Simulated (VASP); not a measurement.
Wanted: the native input for a VASP 6.6.1 run.

```
Task                   : single point
Functional             : r2SCAN
Dispersion             : D4
Potentials or basis    : VASP PAW PBE potentials, release 64 (Al, P)
Cutoff                 : 550 eV
k mesh                 : 6 × 6 × 6
Occupations            : gaussian, width 0.01 eV
Spin                   : no spin polarisation
Dipole correction      : no
Further INCAR settings : ALGO = Normal; EDIFF = 1e-06; NBANDS = 11
```

AlP:

```
Al P
1.0
     0.00000    2.73131    2.73131
     2.73131    0.00000    2.73131
     2.73131    2.73131    0.00000
Al P
1 1
Cartesian
  0.0000 0.0000 0.0000
  1.3657 1.3657 1.3657
```

These files were run (other wordings do the same):

POSCAR

```
AlP
1.0
    0.0000000000      2.7313140604      2.7313140604
    2.7313140604      0.0000000000      2.7313140604
    2.7313140604      2.7313140604      0.0000000000
Al P
1 1
Direct
    0.0000000000      0.0000000000      0.0000000000
    0.2500000000      0.2500000000      0.2500000000
```

INCAR.step1

```
PREC = Accurate
ENCUT = 550
ISMEAR = 0
SIGMA = 0.01
LREAL = F
LASPH = T
NELM = 120
NBANDS = 11
GGA = PE
ALGO = Normal
EDIFF = 1E-5
LWAVE = T
LCHARG = F
GGA_COMPAT = F
```

INCAR.step2

```
PREC = Accurate
ENCUT = 550
EDIFF = 1E-6
ISMEAR = 0
SIGMA = 0.01
LREAL = F
LASPH = T
NELM = 120
ALGO = Normal
ISIF = 2
LWAVE = F
LCHARG = F
METAGGA = R2SCAN
LMIXTAU = T
IVDW = 13
VDW_S6 = 1.0
VDW_S8 = 0.6018749
VDW_A1 = 0.51559235
VDW_A2 = 5.77342911
NBANDS = 11
ISTART = 1
GGA_COMPAT = F
```

KPOINTS

```
regular mesh
0
Gamma
  6 6 6
```

Potentials or basis: VASP PAW PBE potentials, release 64 (Al, P).

The run is started by

```bash
$ cat potpaw_PBE.64/Al/POTCAR potpaw_PBE.64/P/POTCAR > POTCAR
$ cp INCAR.step1 INCAR
$ mpirun -np 1 vasp_std > vasp.out
$ cp INCAR.step2 INCAR
$ mpirun -np 1 vasp_std > vasp.out
```

Results of the run:

```
Pressure                   : -0.3 GPa
Band gap on the k mesh     : 1.91 eV, indirect (least direct gap 3.99 eV)
Dispersion energy per atom : -0.118 eV
```

Caveat: the PAW data sets were made with another functional, which shifts forces and pressure a little.

Run time: 35 s on 1 thread of Intel(R) Xeon(R) Platinum 8488C (Sapphire Rapids) (shared host), peak memory 0.17 GiB.
